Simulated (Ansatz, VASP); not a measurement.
## Lu: VASP beside Ansatz

```
Lu
1.0
     0.00000    2.30310    2.30310
     2.30310    0.00000    2.30310
     2.30310    2.30310    0.00000
Lu
1
Cartesian
  0.0000 0.0000 0.0000
```

Change from the starting cell: volume scaled by 0.84, LAPW.

Alike in both runs: task single point; functional PBE; k mesh 15 × 15 × 15; occupations fermi-dirac, width 0.1 eV; no spin polarisation.

```csv
,VASP,Ansatz
version,VASP 6.6.1,Ansatz 0.2.0
potentials or method,"VASP PAW PBE potentials, release 64 (Lu), cutoff 520 eV","all-electron LAPW, scalar-relativistic"
```

```tsv
	VASP	Ansatz	Ansatz less VASP
pressure (GPa)	10.1	9.8	-0.29
```

Ansatz ran all-electron here, and VASP with PAW potentials.

Spin-orbit coupling is off throughout.
